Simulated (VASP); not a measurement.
## TiO2: single point with BLYP+D3(BJ)

Crystal: TiO2.

```
CELL_PARAMETERS angstrom
2.68122 -2.68127 -0.01981
2.68122 2.68127 -0.01981
-2.64449 0.00000 4.80107
ATOMIC_POSITIONS crystal
Ti 0.87492 0.12508 0.75000
Ti 0.12508 0.87492 0.25000
O 0.08400 0.33387 0.16783
O 0.91600 0.66613 0.83217
O 0.66613 0.91600 0.33217
O 0.33387 0.08400 0.66783
```

```json
{"Program": "VASP 6.6.1", "Task": "single point", "Functional": "BLYP", "Dispersion": "D3(BJ)", "Potentials or basis": "VASP PAW PBE potentials, release 64 (Ti_sv, O)", "Cutoff": "520 eV", "k mesh": "8 × 8 × 6", "Occupations": "fermi-dirac, width 0.05 eV", "Spin": "no spin polarisation"}
```

```yaml
Pressure: 1.0 GPa
Largest_force: 0.026 eV/Å
Band_gap_on_the_k_mesh: 2.09 eV (least direct gap 2.43 eV)
Dispersion_energy_per_atom: -0.486 eV
```

Forces in eV/Å, atoms in the order of the input:
```
Ti   0.000  0.000  0.000
Ti   0.000  0.000  0.000
O    0.000  0.000  0.026
O    0.000  0.000 -0.026
O    0.000  0.000 -0.026
O    0.000  0.000  0.026
```

Stress tensor (GPa, compression positive):
```
 1.05  0.00 -0.01
 0.00  1.06  0.00
-0.01  0.00  0.95
```

Levels at points of the mesh, in eV from the valence-band top:
```tsv
k point	band 21	band 22	band 23	band 24	band 25	band 26	band 27	band 28
(0.00, 0.00, 0.00)	-0.78	-0.77	-0.45	-0.45	2.09	2.78	3.86	3.86
(0.50, 0.00, 0.00)	-1.90	-0.92	-0.87	-0.63	3.17	3.46	3.48	3.58
(0.50, 0.50, 0.00)	-2.05	-2.04	0.00	0.00	3.27	3.27	3.73	3.73
(0.00, 0.00, 0.50)	-1.26	-1.26	-0.13	-0.13	2.42	2.42	3.66	3.66
(0.50, 0.00, 0.50)	-1.90	-0.92	-0.87	-0.63	3.17	3.46	3.48	3.58
(0.50, 0.50, 0.50)	-2.05	-2.05	0.00	0.00	3.27	3.27	3.73	3.73
```

It took 6.7 min on 1 thread of Intel Xeon 8259CL, with other jobs on the host, peak memory 0.33 GiB.

Caveat: the PAW data sets were made with another functional, which shifts forces and pressure a little. A k mesh can miss the band edges.
